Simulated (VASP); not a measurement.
Set up this calculation in VASP 6.6.1, as the native input.

```
Task                               : single point
Functional                         : HSE06
Potentials or basis                : VASP PAW PBE potentials, release 64 (Pb_d, Se)
Cutoff                             : 520 eV
k mesh                             : 4 × 4 × 4
Occupations                        : fermi-dirac, width 0.05 eV
Spin                               : non-collinear spin, zero start, spin-orbit coupling
Starting moments                   : [[0.0, 0.0, 0.0], [0.0, 0.0, 0.0]] μB
Dipole correction                  : no
Grid for exact exchange (PRECFOCK) : Normal
Further INCAR settings             : ALGO = Normal; EDIFF = 1e-07; NBANDS = 32
Share of exact exchange            : 0.25
Screening parameter                : 0.2079 1/Å
```

PbSe:

```
Pb Se
1.0
     0.00000    3.06065    3.06065
     3.06065    0.00000    3.06065
     3.06065    3.06065    0.00000
Pb Se
1 1
Direct
  0.00000 0.00000 0.00000
  0.50000 0.50000 0.50000
```

These files were run (other wordings do the same):

POSCAR

```
PbSe
1.0
    0.0000000000      3.0606500000      3.0606500000
    3.0606500000      0.0000000000      3.0606500000
    3.0606500000      3.0606500000      0.0000000000
Pb Se
1 1
Direct
    0.0000000000      0.0000000000      0.0000000000
    0.5000000000      0.5000000000      0.5000000000
```

INCAR.step1

```
SYSTEM = PbSe
PREC = Accurate
ENCUT = 520
EDIFF = 1E-5
ISMEAR = -1
SIGMA = 0.05
LREAL = .FALSE.
LASPH = .TRUE.
NELM = 150
ALGO = Normal
ISIF = 2
LWAVE = .TRUE.
LCHARG = .FALSE.
MAGMOM = 0 0 0 0 0 0
LORBIT = 11
LSORBIT = .TRUE.
GGA_COMPAT = .FALSE.
LORBMOM = .TRUE.
NBANDS = 32
GGA = PE
```

INCAR.step2

```
SYSTEM = PbSe
PREC = Accurate
ENCUT = 520
EDIFF = 1E-7
ISMEAR = -1
SIGMA = 0.05
LREAL = .FALSE.
LASPH = .TRUE.
NELM = 150
ALGO = Normal
ISIF = 2
LWAVE = .FALSE.
LCHARG = .FALSE.
MAGMOM = 0 0 0 0 0 0
LORBIT = 11
LSORBIT = .TRUE.
GGA_COMPAT = .FALSE.
LORBMOM = .TRUE.
GGA = PE
LHFCALC = .TRUE.
HFSCREEN = 0.2079
PRECFOCK = Normal
NBANDS = 32
ISTART = 1
```

KPOINTS

```
Automatic mesh
0
G
  4 4 4
  0 0 0
```

Potentials or basis: VASP PAW PBE potentials, release 64 (Pb_d, Se).

Command:

```bash
$ cat potpaw_PBE.64/Pb_d/POTCAR potpaw_PBE.64/Se/POTCAR > POTCAR
$ cp INCAR.step1 INCAR
$ mpirun -np 1 vasp_ncl > vasp.out
$ cp INCAR.step2 INCAR
$ mpirun -np 1 vasp_ncl > vasp.out
```

Results of the run:

```json
{"Pressure": "1.0 GPa", "Net moment": "0.00 μB per cell", "Valence electrons inside the program's atomic spheres": "Pb 11.87; Se 3.87"}
```

Caveat: the k points lie up to 0.44 Å⁻¹ apart; the PAW data sets were made with another functional, which shifts forces and pressure a little.

Wall time 2.4 h on 1 thread of AMD EPYC 9755 128-Core Processor, with other jobs on the host, peak memory 0.42 GiB.
